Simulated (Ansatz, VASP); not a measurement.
**SnO2 in VASP and in Ansatz**

File INCAR:

```
SYSTEM = SnO2
ALGO = Normal
EDIFF = 1E-6
ENCUT = 520
ISIF = 2
ISMEAR = 0
LASPH = .TRUE.
LCHARG = .TRUE.
LELF = .TRUE.
LREAL = .FALSE.
LVHAR = .TRUE.
LWAVE = .FALSE.
NBANDS = 35
NELM = 80
PREC = Accurate
SIGMA = 0.05
```

Contents of KPOINTS:

```
k-points
0
G
  6 6 8
  0 0 0
```

The input POSCAR:

```
SnO2
1.0
    4.5508719057      0.0000000000      0.0000000000
    0.0000000000      4.5514309592      0.0000000000
    0.0000000000      0.0000000000      3.0745939119
Sn O
2 4
Direct
    0.5000000000      0.5000000000      0.5000000000
    0.0000000000      0.0000000000      0.0000000000
    0.3059833077      0.3321134587      0.0000000000
    0.8059833077      0.1678865413      0.5000000000
    0.1940166923      0.8321134587      0.5000000000
    0.6940166923      0.6678865413      0.0000000000
```

Input for Ansatz:

```yaml
crystal:
  lattice:
    - [4.5508719057, 0.0, 0.0]
    - [0.0, 4.5514309592, 0.0]
    - [0.0, 0.0, 3.0745939119]
  atoms:
    - { symbol: Sn, position: [0.5, 0.5, 0.5] }
    - { symbol: Sn, position: [0.0, 0.0, 0.0] }
    - { symbol: O, position: [0.3059833077, 0.3321134587, 0.0] }
    - { symbol: O, position: [0.8059833077, 0.1678865413, 0.5] }
    - { symbol: O, position: [0.1940166923, 0.8321134587, 0.5] }
    - { symbol: O, position: [0.6940166923, 0.6678865413, 0.0] }
basis:
  ecutwfc: 520.0
kpoints:
  mp_grid: { grid: [6, 6, 8] }
hamiltonian:
  xc: lda
scf:
  occupations: { method: gaussian, width: 0.05 }
output:
  forces: true
  stress: true
  eigenvalues: true
```

Alike in both runs: task single point; functional LDA; k mesh 6 × 6 × 8; occupations gaussian, width 0.05 eV; no spin polarisation.

```csv
,VASP,Ansatz
version,VASP 6.6.1,Ansatz 0.2.0
potentials or method,"VASP PAW LDA potentials, release 64 (Sn_d, O), cutoff 520 eV","scalar-relativistic, plane waves, PAW"
valence electrons in the cell,52,52
```

VASP gave:

| Item | Value |
| --- | --- |
| gap on the k mesh at the Fermi level (eV) | 2.81 |
| least direct gap on the mesh (eV) | 2.81 |
| rms of the force components (eV/Å) | 1.605 |

Problem. Estimate Ansatz's values.

Solution. gap on the k mesh at the Fermi level (eV): 2.77; least direct gap on the mesh (eV): 2.77; rms of the force components (eV/Å): 1.574.

LDA's correlation is that of Perdew and Zunger in VASP and of Perdew and Wang (1992) in Ansatz. Atom by atom the forces differ by 0.031 eV/Å (rms over components).
